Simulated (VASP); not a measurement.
# PbO (Pm-3m) in VASP: notebook

Runs on PbO. Level: PBE. Tasks: single point, relaxation of cell and atoms.

Everything below comes from runs of VASP 6.6.1. Logs are shortened: lines on timing, memory, paths and dates and some standing lists are left out, and cuts for length are marked.

### Step 1. The cell of the first run

The structure is cubic, space group Pm-3m (No. 221). Conventional cell: a = 3.214 Å, b = 3.214 Å, c = 3.214 Å, α = 90.00°, β = 90.00°, γ = 90.00°. Within 3.7 Å of Pb (site symmetry m-3m) lie 8 O at 2.78 Å and 6 Pb at 3.21 Å. Within 3.7 Å of O (site symmetry m-3m) lie 8 Pb at 2.78 Å and 6 O at 3.21 Å.

### Step 2. Single point, PBE

Input file INCAR:

```
SYSTEM = PbO
PREC     = Accurate       ! precision mode
ENCUT    = 520            ! plane-wave cutoff, eV
EDIFF    = 1E-6           ! SCF threshold, eV
ISMEAR   = 0              ! smearing method
SIGMA    = 0.1            ! smearing width, eV
LREAL    = .FALSE.        ! projectors in reciprocal space
LASPH    = .TRUE.         ! aspherical terms in the spheres
NELM     = 60             ! most SCF steps
ALGO     = Normal         ! electronic algorithm
ISIF     = 2              ! what is computed and relaxed
LWAVE    = .FALSE.        ! write WAVECAR
LCHARG   = .FALSE.        ! write CHGCAR
GGA      = PE             ! functional
NBANDS   = 17             ! bands
```

Input file KPOINTS:

```
Automatic mesh
0
G
  6 6 6
  0 0 0
```

Input file POSCAR:

```
PbO
1.0
    3.2142433274      0.0000000000      0.0000000000
    0.0000000000      3.2142433274      0.0000000000
    0.0000000000      0.0000000000      3.2142433274
Pb O
1 1
Direct
    0.5000000000      0.5000000000      0.5000000000
    0.0000000000      0.0000000000      0.0000000000
```

Potentials or basis: VASP PAW PBE potentials, release 64 (Pb_d, O).

Command:

```
> cat potpaw_PBE.64/Pb_d/POTCAR potpaw_PBE.64/O/POTCAR > POTCAR
> mpirun -np 1 vasp_std > vasp.out
```

OUTCAR:

```text
SYSTEM = PbO
   PREC = Accurate
   ENCUT = 520
   EDIFF = 1E-6
   ISMEAR = 0
   LREAL = .FALSE.
   LASPH = .TRUE.
   NELM = 60
   ISIF = 2
   GGA = PE

 ion  position               nearest neighbor table
   1  0.500  0.500  0.500-   2 2.78   2 2.78   2 2.78   2 2.78   2 2.78   2 2.78   2 2.78   2 2.78

   2  0.000  0.000  0.000-   1 2.78   1 2.78   1 2.78   1 2.78   1 2.78   1 2.78   1 2.78   1 2.78

  LATTYP: Found a simple cubic cell.
 ALAT       =     3.2142433274

  Lattice vectors:

 A1 = (   3.2142433274,   0.0000000000,   0.0000000000)
 A2 = (   0.0000000000,   3.2142433274,   0.0000000000)
 A3 = (   0.0000000000,   0.0000000000,   3.2142433274)

Analysis of symmetry for initial positions (statically):
=====================================================================
 Subroutine PRICEL returns:
 Original cell was already a primitive cell.

 Routine SETGRP: Setting up the symmetry group for a
 simple cubic supercell.

 Subroutine GETGRP returns: Found 48 space group operations
 (whereof 48 operations were pure point group operations)
 out of a pool of 48 trial point group operations.

The static configuration has the point symmetry O_h .

Analysis of symmetry for dynamics (positions and initial velocities):
=====================================================================
 Subroutine PRICEL returns:
 Original cell was already a primitive cell.

 Routine SETGRP: Setting up the symmetry group for a
 simple cubic supercell.

 Subroutine GETGRP returns: Found 48 space group operations
 (whereof 48 operations were pure point group operations)
 out of a pool of 48 trial point group operations.

The dynamic configuration has the point symmetry O_h .

 Subroutine INISYM returns: Found 48 space group operations
 (whereof 48 operations are pure point group operations),
 and found     1 'primitive' translations

----------------------------------------------------------------------------------------

                                     Primitive cell

  volume of cell :      33.2075

  direct lattice vectors                    reciprocal lattice vectors
     3.214243327  0.000000000  0.000000000     0.311115214  0.000000000  0.000000000
     0.000000000  3.214243327  0.000000000     0.000000000  0.311115214  0.000000000
     0.000000000  0.000000000  3.214243327     0.000000000  0.000000000  0.311115214

  length of vectors
     3.214243327  3.214243327  3.214243327     0.311115214  0.311115214  0.311115214

[... 74 lines left out ...]
   NELM   =     60;   NELMIN=  2; NELMDL= -5     # of ELM steps
   EDIFF  = 0.1E-05   stopping-criterion for ELM
   LREAL  =      F    real-space projection
   EDIFFG = 0.1E-04   stopping-criterion for IOM
   NSW    =      0    number of steps for IOM
   IBRION =     -1    ionic relax: 0-MD 1-quasi-New 2-CG
   NFREE  =      0    steps in history (QN), initial steepest desc. (CG)
   ISIF   =      2    stress and relaxation
   ISYM   =      2    0-nonsym 1-usesym 2-fastsym
   POTIM  = 0.5000    time-step for ionic-motion
   TEBEG  =    0.0;   TEEND  =   0.0 temperature during run
   PSTRESS=    0.0 pullay stress
   NELECT =      20.0000    total number of electrons
   NUPDOWN=      -1.0000    fix difference up-down
   EMIN   =  10.00;   EMAX   =-10.00  energy-range for DOS
   EFERMI =   0.00;   METHOD = LEGACY
   ISMEAR =     0;   SIGMA  =   0.10  broadening in eV -4-tet -1-fermi 0-gaus
   EFERMI_NEDOS =   21; number of points for ismear=-14 and -15
   IALGO  =     38    algorithm
   IMIX   =      4    mixing-type and parameters
     AMIX     =   0.40;   BMIX     =  1.00
     AMIX_MAG =   1.60;   BMIX_MAG =  1.00
  volume/ion in A,a.u.               =      16.60       112.05
  Fermi-wavevector in a.u.,A,eV,Ry     =   1.382524  2.612592 26.005811  1.911373
  Thomas-Fermi vector in A             =   2.507207
   LORBIT       =      0    0 simple, 1 ext, 2 COOP (PROOUT), +10 PAW based schemes
   GGA     = PE    functional components
   LHFCALC =     F    Hartree Fock is set to
   AEXX    =    0.0000 exact exchange contribution
   IVDW    =     0    specifies the selected vdW correction
   LEPSILON=     F    determine dielectric tensor
   LRPA    =     F    only Hartree local field effects (RPA)
 non-spin polarized calculation
 Gauss-broadening in eV      SIGMA  =   0.10
  energy-cutoff  :      520.00
  volume of cell :       33.21
 maximum number of plane-waves:       922
 NGX is ok and might be reduce to    24
   NGX = 11   NGY = 11   NGZ = 11

 number of electron      20.0000005 magnetization

 Free energy of the ion-electron system (eV)
  ---------------------------------------------------
  ext. energy  EPLUGINS =         0.00000000
  ---------------------------------------------------
  free energy    TOTEN  =        -9.75530775 eV

  energy without entropy =       -9.75530668  energy(sigma->0) =       -9.75530722

 E-fermi :   6.8380     XC(G=0): -11.1469

 val. band max:        6.5278603869   @ k =   0.3333   0.1667   0.0000
 cond. band min:       7.1093178243   @ k =   0.5000   0.0000   0.0000
 fundamental gap:      0.5814574374
 Fermi energy:         6.8379672599

 k-point     1 :       0.0000    0.0000    0.0000
  band No.  band energies     occupation
      1     -10.2287      2.00000
      2      -9.9962      2.00000
      3      -9.9962      2.00000
      4      -9.3540      2.00000
      5      -9.3540      2.00000
      6      -9.3540      2.00000
[... 377 lines left out ...]
      4      -9.2079      2.00000
      5      -9.2079      2.00000
      6      -9.0015      2.00000
[... 9 lines left out ...]
     16      19.9082      0.00000
     17      25.3940      0.00000

------------------------ aborting loop because EDIFF is reached ----------------------------------------

  FORCE on cell =-STRESS in cart. coord.  units (eV):
  Direction    XX          YY          ZZ          XY          YZ          ZX
  --------------------------------------------------------------------------------------
  -------------------------------------------------------------------------------------
  Total       -0.0312726     -0.0312726     -0.0312726      0.0000000      0.0000000      0.0000000
  in kB       -1.5088212     -1.5088212     -1.5088212      0.0000000      0.0000000      0.0000000
  external PRESSURE =      -1.5088212 kB  Pullay stress =       0.0000000 kB

 VOLUME and BASIS-vectors are now :
 -----------------------------------------------------------------------------
  energy-cutoff  :      520.00
  volume of cell :       33.21
      direct lattice vectors                 reciprocal lattice vectors
     3.214243327  0.000000000  0.000000000     0.311115214  0.000000000  0.000000000
     0.000000000  3.214243327  0.000000000     0.000000000  0.311115214  0.000000000
     0.000000000  0.000000000  3.214243327     0.000000000  0.000000000  0.311115214

 POSITION                                       TOTAL-FORCE (eV/Angst)
 -----------------------------------------------------------------------------------
      1.60712      1.60712      1.60712         0.000000      0.000000      0.000000
      0.00000      0.00000      0.00000         0.000000      0.000000      0.000000
 -----------------------------------------------------------------------------------
    total drift:                                0.000000      0.000000     -0.000000

  FREE ENERGIE OF THE ION-ELECTRON SYSTEM (eV)
  ---------------------------------------------------
  free  energy   TOTEN  =        -9.7553077514 eV

  energy  without entropy=       -9.7553066849  energy(sigma->0) =       -9.75530722
```

OSZICAR:

```text
N       E                     dE             d eps       ncg     rms          rms(c)
DAV:   1     0.153230892615E+03    0.15323E+03   -0.10109E+04   680   0.144E+03
DAV:   2    -0.168109116155E+01   -0.15491E+03   -0.14708E+03   808   0.333E+02
DAV:   3    -0.118300388831E+02   -0.10149E+02   -0.10071E+02   778   0.900E+01
DAV:   4    -0.120135277160E+02   -0.18349E+00   -0.18339E+00   898   0.124E+01
DAV:   5    -0.120177126383E+02   -0.41849E-02   -0.41848E-02   884   0.194E+00    0.852E+00
DAV:   6    -0.101558981730E+02    0.18618E+01   -0.13826E+01   921   0.274E+01    0.551E+00
DAV:   7    -0.978373773041E+01    0.37216E+00   -0.21268E+00   825   0.107E+01    0.146E+00
DAV:   8    -0.981199711920E+01   -0.28259E-01   -0.55757E-01   858   0.838E+00    0.144E+00
DAV:   9    -0.975489449970E+01    0.57103E-01   -0.10773E-01   860   0.445E+00    0.170E-01
DAV:  10    -0.975553893223E+01   -0.64443E-03   -0.84745E-03   818   0.727E-01    0.124E-01
DAV:  11    -0.975541373590E+01    0.12520E-03   -0.16645E-03   778   0.337E-01    0.849E-02
DAV:  12    -0.975530750666E+01    0.10623E-03   -0.16672E-04   818   0.142E-01    0.856E-03
DAV:  13    -0.975530775141E+01   -0.24475E-06   -0.87688E-06   949   0.272E-02
   1 F= -.97553078E+01 E0= -.97553072E+01  d E =-.106647E-05
```

stdout:

```text
POSCAR found type information on POSCAR PbO
 POSCAR found :  2 types and       2 ions
 scaLAPACK will be used
 LDA part: xc-table for (Slater+PW92), standard interpolation
 POSCAR, INCAR and KPOINTS ok, starting setup
 FFT: planning ... GRIDC
 FFT: planning ... GRID_SOFT
 FFT: planning ... GRID
 WAVECAR not read
 entering main loop
```

Wall time 5 s (1 thread of AMD EPYC 9R45 (Zen 5), shared host); peak memory 0.11 GiB.

What came out:

* Free energy: -9.7553 eV
* Pressure: -0.2 GPa
* Band gap on the k mesh: 0.58 eV, indirect (least direct gap 0.70 eV)

Caveat: spin-orbit coupling is left out, which moves the levels of the heavy elements.

### Step 3. Relaxation of cell and atoms, PBE

This run uses another cell than the first one, of 20.72 Å³/atom, 1.248 times its volume.

Input file INCAR:

```
ALGO = Normal
EDIFF = 1E-7
EDIFFG = -0.04
ENCUT = 600
GGA = PE
IBRION = 2
ISIF = 3
ISMEAR = 0
LASPH = T
LCHARG = F
LREAL = F
LWAVE = F
NELM = 80
NSW = 90
PREC = Accurate
SIGMA = 0.1
```

Input file KPOINTS:

```
k-points
0
Gamma
  6 6 6
```

Input file POSCAR:

```
PbO
1.0
    3.4602398500      0.0000000000      0.0000000000
    0.0000000000      3.4602398500      0.0000000000
    0.0000000000      0.0000000000      3.4602398500
Pb O
1 1
Direct
    0.5000000000      0.5000000000      0.5000000000
    0.0000000000      0.0000000000      0.0000000000
```

Potentials or basis: VASP PAW PBE potentials, release 64 (Pb_d, O).

Command:

```
> cat potpaw_PBE.64/Pb_d/POTCAR potpaw_PBE.64/O/POTCAR > POTCAR
> mpirun -np 1 vasp_std > vasp.out
```

Run time: 17 s. Hardware: 1 thread of AMD EPYC 9R45 (Zen 5), shared host; peak memory 0.14 GiB.

Results (log left out):

```
Free energy                            : -9.7663 eV
Relaxed volume                         : 16.58 Å³/atom
Relaxed cell                           : a = 3.212 Å, b = 3.212 Å, c = 3.212 Å, α = 90.00°, β = 90.00°, γ = 90.00°
Space group after relaxing (to 0.05 Å) : Pm-3m (No. 221)
Energy gained by relaxing              : 196.8 meV/atom
Ionic steps                            : 3
Pressure after relaxing                : 0.0 GPa
Band gap on the k mesh                 : 0.58 eV, indirect (least direct gap 0.70 eV)
```

Step by step:
| step | energy change (eV) | largest force (eV/Å) | pressure (GPa) | volume (Å³) |
| --- | --- | --- | --- | --- |
| 1 | 0.0000 | 0.0000 | -12.29 | 41.43 |
| 2 | -0.3909 | 0.0000 | 1.63 | 32.62 |
| 3 | -0.3937 | 0.0000 | 0.03 | 33.15 |

Final structure:
```yaml
crystal:
  lattice:
    - [3.21244, 0.00000, 0.00000]
    - [0.00000, 3.21244, 0.00000]
    - [0.00000, 0.00000, 3.21244]
  atoms:
    - { symbol: Pb, position: [0.50000, 0.50000, 0.50000] }
    - { symbol: O, position: [0.00000, 0.00000, 0.00000] }
```

Levels at points of the mesh, in eV from the valence-band top:
```
           k point  band 8  band 9  band 10  band 11  band 12  band 13
(0.00, 0.00, 0.00)   -1.39   -1.39    -1.39     8.71     8.71     8.71
(0.50, 0.00, 0.00)   -0.62   -0.62    -0.12     0.58     7.99     7.99
(0.50, 0.50, 0.00)   -4.09   -4.09    -0.61     4.19     4.19    10.00
(0.50, 0.50, 0.50)   -1.84   -1.84    -1.84     1.08     1.08     1.08
```

Caveat: the volume moved by over 15 % at a fixed basis, so the end points are rough; spin-orbit coupling is left out, which moves the levels of the heavy elements. A k mesh can miss the band edges.
